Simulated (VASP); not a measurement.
Wanted: the native input for a VASP 6.6.1 run.

```yaml
Task: single point
Functional: PBE
Potentials_or_basis: VASP PAW PBE potentials, release 64 (Pb_d, Te)
Cutoff: 520 eV
k_mesh: 7 × 7 × 7
Occupations: gaussian, width 0.025 eV
Spin: collinear spin, ferromagnetic start
Starting_moments: "[1.0, 0.0] μB"
Fixed_moment: 1 μB
Dipole_correction: no
Further_INCAR_settings: ALGO = Normal; EDIFF = 1e-06; NBANDS = 21
```

The structure of TePb lies in POSCAR:

```
TePb
1.0
    0.0000000000      3.1873324849      3.1873324849
    3.1873324849      0.0000000000      3.1873324849
    3.1873324849      3.1873324849      0.0000000000
Pb Te
1 1
Direct
    0.0000000000      0.0000000000      0.0000000000
    0.5000000000      0.5000000000      0.5000000000
```

This cell differs from its parent crystal: volume scaled by 0.96.

These files were run (other wordings do the same):

INCAR

```
SYSTEM = TePb
ALGO = Normal
EDIFF = 1E-6
ENCUT = 520
GGA = PE
ISIF = 2
ISMEAR = 0
ISPIN = 2
LASPH = .TRUE.
LCHARG = .FALSE.
LORBIT = 11
LREAL = .FALSE.
LWAVE = .FALSE.
MAGMOM = 1 0
NBANDS = 21
NELM = 150
NUPDOWN = 1.0
PREC = Accurate
SIGMA = 0.025
```

KPOINTS

```
k-points
0
G
  7 7 7
  0 0 0
```

Potentials or basis: VASP PAW PBE potentials, release 64 (Pb_d, Te).

The run is started by

```bash
$ cat potpaw_PBE.64/Pb_d/POTCAR potpaw_PBE.64/Te/POTCAR > POTCAR
$ mpirun -np 1 vasp_std > vasp.out
```

It gave:

| Property | Result |
| --- | --- |
| Pressure | 4.1 GPa |
| Net moment | 1.00 μB per cell |
| Site moments | Pb +0.25; Te +0.26 μB |
| Valence electrons inside the program's atomic spheres | Pb 11.93; Te 3.36 |

Caveat: the total moment is fixed, so each spin has its own Fermi level.

Run time: 64 s on 1 thread of AMD EPYC 7R43 64-Core Processor (Zen 3), with other jobs on the host, peak memory 0.22 GiB.
